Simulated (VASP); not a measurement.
# Pd in VASP: further runs

Pd is run at these levels: LDA; tasks: single point.

Everything below comes from runs of VASP 6.6.1. Logs are shortened: lines on timing, memory, paths and dates and some standing lists are left out, and cuts for length are marked.

## 1. The cell of the first run

Symmetry: Fm-3m, No. 225, cubic system. The conventional cell has a = 3.579 Å, b = 3.579 Å, c = 3.579 Å, α = 90.00°, β = 90.00°, γ = 90.00°. Within 3.3 Å of Pd (site symmetry m-3m) lie 12 Pd at 2.53 Å.

## 2. Single point, LDA (strain -0.080 along x and y, -0.080 along z)

INCAR reads:

```
PREC = Accurate
ENCUT = 520
EDIFF = 1E-6
ISMEAR = 0
SIGMA = 0.15
LREAL = F
LASPH = T
NELM = 100
ALGO = Normal
ISIF = 2
LWAVE = F
LCHARG = F
NBANDS = 11
```

KPOINTS reads:

```
Automatic mesh
0
Gamma
  20 20 20
```

POSCAR reads:

```
Pd
1.0
    0.0000000000      1.7893080000      1.7893080000
    1.7893080000      0.0000000000      1.7893080000
    1.7893080000      1.7893080000      0.0000000000
Pd
1
Direct
    0.0000000000      0.0000000000      0.0000000000
```

Potentials or basis: VASP PAW LDA potentials, release 64 (Pd).

Run with:

```sh
cat potpaw_LDA.64/Pd/POTCAR > POTCAR
mpirun -np 1 vasp_std > vasp.out
```

OUTCAR:

```text
PREC = Accurate
   ENCUT = 520
   EDIFF = 1E-6
   ISMEAR = 0
   LREAL = F
   LASPH = T
   NELM = 100
   ISIF = 2

 ion  position               nearest neighbor table
   1  0.000  0.000  0.000-

  LATTYP: Found a face centered cubic cell.
 ALAT       =     3.5786160000

  Lattice vectors:

 A1 = (   0.0000000000,   1.7893080000,   1.7893080000)
 A2 = (   1.7893080000,   0.0000000000,   1.7893080000)
 A3 = (   1.7893080000,   1.7893080000,   0.0000000000)

Analysis of symmetry for initial positions (statically):
=====================================================================
 Subroutine PRICEL returns:
 Original cell was already a primitive cell.

 Routine SETGRP: Setting up the symmetry group for a
 face centered cubic supercell.

 Subroutine GETGRP returns: Found 48 space group operations
 (whereof 48 operations were pure point group operations)
 out of a pool of 48 trial point group operations.

The static configuration has the point symmetry O_h .

Analysis of symmetry for dynamics (positions and initial velocities):
=====================================================================
 Subroutine PRICEL returns:
 Original cell was already a primitive cell.

 Routine SETGRP: Setting up the symmetry group for a
 face centered cubic supercell.

 Subroutine GETGRP returns: Found 48 space group operations
 (whereof 48 operations were pure point group operations)
 out of a pool of 48 trial point group operations.

The dynamic configuration has the point symmetry O_h .

 Subroutine INISYM returns: Found 48 space group operations
 (whereof 48 operations are pure point group operations),
 and found     1 'primitive' translations

----------------------------------------------------------------------------------------

                                     Primitive cell

  volume of cell :      11.4574

  direct lattice vectors                    reciprocal lattice vectors
     0.000000000  1.789308000  1.789308000    -0.279437637  0.279437637  0.279437637
     1.789308000  0.000000000  1.789308000     0.279437637 -0.279437637  0.279437637
     1.789308000  1.789308000  0.000000000     0.279437637  0.279437637 -0.279437637

  length of vectors
     2.530463641  2.530463641  2.530463641     0.484000185  0.484000185  0.484000185

  position of ions in fractional coordinates (direct lattice)
     0.000000000  0.000000000  0.000000000

  ion indices of the primitive-cell ions
   primitive index   ion index
                 1           1

----------------------------------------------------------------------------------------

 KPOINTS: Automatic mesh

Automatic generation of k-mesh.
 Grid dimensions read from file:
 generate k-points for:   20   20   20

 Generating k-lattice:

  Cartesian coordinates                     Fractional coordinates (reciprocal lattice)
    -0.013971882  0.013971882  0.013971882     0.050000000  0.000000000  0.000000000
     0.013971882 -0.013971882  0.013971882     0.000000000  0.050000000  0.000000000
     0.013971882  0.013971882 -0.013971882     0.000000000  0.000000000  0.050000000

  Length of vectors
     0.024200009  0.024200009  0.024200009

  Shift w.r.t. Gamma in fractional coordinates (k-lattice)
     0.000000000  0.000000000  0.000000000

 Subroutine IBZKPT returns following result:
 ===========================================

 Found    256 irreducible k-points:

 Following reciprocal coordinates:
            Coordinates               Weight
  0.000000  0.000000  0.000000      1.000000
  0.050000  0.000000  0.000000      8.000000
  0.100000  0.000000  0.000000      8.000000
  0.150000  0.000000  0.000000      8.000000
  0.200000  0.000000  0.000000      8.000000
  0.250000  0.000000  0.000000      8.000000
[... 16 lines left out ...]
 -0.400000  0.050000  0.000000     24.000000
 -0.350000  0.050000  0.000000     24.000000
 [... further k-points ...]
   k-points           NKPTS =    256   k-points in BZ     NKDIM =    256   number of bands    NBANDS=     11
   number of dos      NEDOS =    301   number of ions     NIONS =      1
   total plane-waves  NPLWV =   8000
   dimension x,y,z NGX =    20 NGY =   20 NGZ =   20
   dimension x,y,z NGXF=    40 NGYF=   40 NGZF=   40
   ions per type =               1
   NGX,Y,Z   is equivalent  to a cutoff of  13.14, 13.14, 13.14 a.u.
   NGXF,Y,Z  is equivalent  to a cutoff of  26.28, 26.28, 26.28 a.u.
 SYSTEM =  unknown system
   PREC   = accura    normal or accurate (medium, high low for compatibility)
   ISTART =      0    job   : 0-new  1-cont  2-samecut
   ICHARG =      2    charge: 1-file 2-atom 10-const
   ISPIN  =      1    spin polarized calculation?
   LNONCOLLINEAR =      F non collinear calculations
   LSORBIT =      F    spin-orbit coupling
   LASPH  =      T    aspherical Exc in radial PAW
   ENCUT  =  520.0 eV  38.22 Ry    6.18 a.u.   4.70  4.70  4.70*2*pi/ulx,y,z
   NELM   =    100;   NELMIN=  2; NELMDL= -5     # of ELM steps
   EDIFF  = 0.1E-05   stopping-criterion for ELM
   LREAL  =      F    real-space projection
   EDIFFG = 0.1E-04   stopping-criterion for IOM
   NSW    =      0    number of steps for IOM
   IBRION =     -1    ionic relax: 0-MD 1-quasi-New 2-CG
   NFREE  =      0    steps in history (QN), initial steepest desc. (CG)
   ISIF   =      2    stress and relaxation
   ISYM   =      2    0-nonsym 1-usesym 2-fastsym
   POTIM  = 0.5000    time-step for ionic-motion
   TEBEG  =    0.0;   TEEND  =   0.0 temperature during run
   PSTRESS=    0.0 pullay stress
   NELECT =      10.0000    total number of electrons
   NUPDOWN=      -1.0000    fix difference up-down
   EMIN   =  10.00;   EMAX   =-10.00  energy-range for DOS
   EFERMI =   0.00;   METHOD = LEGACY
   ISMEAR =     0;   SIGMA  =   0.15  broadening in eV -4-tet -1-fermi 0-gaus
   EFERMI_NEDOS =   21; number of points for ismear=-14 and -15
   IALGO  =     38    algorithm
   IMIX   =      4    mixing-type and parameters
     AMIX     =   0.40;   BMIX     =  1.00
     AMIX_MAG =   1.60;   BMIX_MAG =  1.00
  volume/ion in A,a.u.               =      11.46        77.32
  Fermi-wavevector in a.u.,A,eV,Ry     =   1.564515  2.956505 33.303078  2.447707
  Thomas-Fermi vector in A             =   2.667127
   LORBIT       =      0    0 simple, 1 ext, 2 COOP (PROOUT), +10 PAW based schemes
   GGA     = CA    functional components
   LHFCALC =     F    Hartree Fock is set to
   AEXX    =    0.0000 exact exchange contribution
   IVDW    =     0    specifies the selected vdW correction
   LEPSILON=     F    determine dielectric tensor
   LRPA    =     F    only Hartree local field effects (RPA)
 non-spin polarized calculation
 Gauss-broadening in eV      SIGMA  =   0.15
  energy-cutoff  :      520.00
  volume of cell :       11.46
 maximum number of plane-waves:       331
   NGX =  9   NGY =  9   NGZ =  9

 number of electron      10.0000000 magnetization

 number of electron       9.9999999 magnetization

 Free energy of the ion-electron system (eV)
  ---------------------------------------------------
  ext. energy  EPLUGINS =         0.00000000
  ---------------------------------------------------
  free energy    TOTEN  =        -5.93192503 eV

  energy without entropy =       -5.91396215  energy(sigma->0) =       -5.92294359

 E-fermi :  14.6194     XC(G=0): -15.1162

 val. band max:       14.6101584117   @ k =   0.4500   0.1000   0.0000
 cond. band min:      14.6245642791   @ k =   0.5000   0.0000   0.0000
 fundamental gap:      0.0144058674
 Fermi energy:        14.6193606971

 k-point     1 :       0.0000    0.0000    0.0000
  band No.  band energies     occupation
      1       5.2276      2.00000
      2      10.3155      2.00000
      3      10.3155      2.00000
      4      10.3155      2.00000
      5      12.7880      2.00000
      6      12.7880      2.00000
      7      31.4291      0.00000
      8      37.6823      0.00000
      9      37.6823      0.00000
     10      37.6823      0.00000
     11      39.2953      0.00000

 k-point     2 :       0.0500    0.0000    0.0000
  band No.  band energies     occupation
      1       5.3433      2.00000
      2      10.2626      2.00000
      3      10.3622      2.00000
      4      10.3622      2.00000
      5      12.7606      2.00000
      6      12.7606      2.00000
      7      31.6067      0.00000
      8      37.0488      0.00000
      9      37.8587      0.00000
     10      37.8587      0.00000
     11      39.3055      0.00000

 k-point     3 :       0.1000    0.0000    0.0000
  band No.  band energies     occupation
      1       5.6765      2.00000
      2      10.1274      2.00000
      3      10.4882      2.00000
      4      10.4882      2.00000
      5      12.6963      2.00000
      6      12.6963      2.00000
      7      32.0979      0.00000
      8      35.6779      0.00000
      9      38.3745      0.00000
     10      38.3745      0.00000
     11      39.3129      0.00000

 k-point     4 :       0.1500    0.0000    0.0000
  band No.  band energies     occupation
      1       6.1765      2.00000
      2       9.9832      2.00000
      3      10.6457      2.00000
      4      10.6457      2.00000
      5      12.6525      2.00000
      6      12.6525      2.00000
      7      32.7645      0.00000
      8      34.1189      0.00000
      9      39.1911      0.00000
     10      39.1911      0.00000
     11      39.3132      0.00000
[... 239 lines left out ...]
 k-point    22 :      -0.4500    0.0500    0.0000
  band No.  band energies     occupation
      1       7.0065      2.00000
      2      10.1682      2.00000
      3      10.3082      2.00000
      4      13.6530      2.00000
      5      14.4920      1.77016
      6      15.8826      0.00000
      7      24.4721      0.00000
      8      31.1262      0.00000
      9      37.4256      0.00000
     10      38.0177      0.00000
     11      39.3278      0.00000

 k-point    23 :      -0.4000    0.0500    0.0000
  band No.  band energies     occupation
      1       7.0821      2.00000
      2      10.2542      2.00000
      3      10.3698      2.00000
      4      13.1777      2.00000
      5      14.1671      1.99998
      6      15.3120      0.00000
      7      25.5801      0.00000
      8      31.4443      0.00000
      9      37.7351      0.00000
     10      38.8729      0.00000
     11      39.3287      0.00000

 k-point    24 :      -0.3500    0.0500    0.0000
  band No.  band energies     occupation
      1       7.1991      2.00000
      2      10.3885      2.00000
      3      10.4862      2.00000
      4      12.2916      2.00000
      5      13.7153      2.00000
      6      14.6571      0.72198
      7      27.1609      0.00000
      8      32.0189      0.00000
      9      38.4426      0.00000
     10      39.3352      0.00000
     11      40.1675      0.00000

 [... further k-points ...]
[... 5 lines left out ...]
  --------------------------------------------------------------------------------------
  -------------------------------------------------------------------------------------
  Total        6.0431681      6.0431681      6.0431681      0.0000000      0.0000000      0.0000000
  in kB      845.0646792    845.0646792    845.0646792      0.0000000      0.0000000      0.0000000
  external PRESSURE =     845.0646792 kB  Pullay stress =       0.0000000 kB

 VOLUME and BASIS-vectors are now :
 -----------------------------------------------------------------------------
  energy-cutoff  :      520.00
  volume of cell :       11.46
      direct lattice vectors                 reciprocal lattice vectors
     0.000000000  1.789308000  1.789308000    -0.279437637  0.279437637  0.279437637
     1.789308000  0.000000000  1.789308000     0.279437637 -0.279437637  0.279437637
     1.789308000  1.789308000  0.000000000     0.279437637  0.279437637 -0.279437637

 POSITION                                       TOTAL-FORCE (eV/Angst)
 -----------------------------------------------------------------------------------
      0.00000      0.00000      0.00000         0.000000     -0.000000      0.000000
 -----------------------------------------------------------------------------------
    total drift:                                0.000000     -0.000000     -0.000000

  FREE ENERGIE OF THE ION-ELECTRON SYSTEM (eV)
  ---------------------------------------------------
  free  energy   TOTEN  =        -5.9319250322 eV

  energy  without entropy=       -5.9139621526  energy(sigma->0) =       -5.92294359
```

It took 17 s on 1 thread of Intel Xeon Platinum 8375C at 2.90GHz (Ice Lake), shared host; peak memory 0.14 GiB.

Results:

```
Free energy            : -5.9319 eV
Pressure               : 84.5 GPa
Band gap on the k mesh : zero (band 5 reaches 15.12 eV, above the bottom of band 6 at 12.65 eV)
```

Caveat: the cell differs from its parent crystal (strain -0.080 along x and y, -0.080 along z).

(Continued in part 2 of 2.)
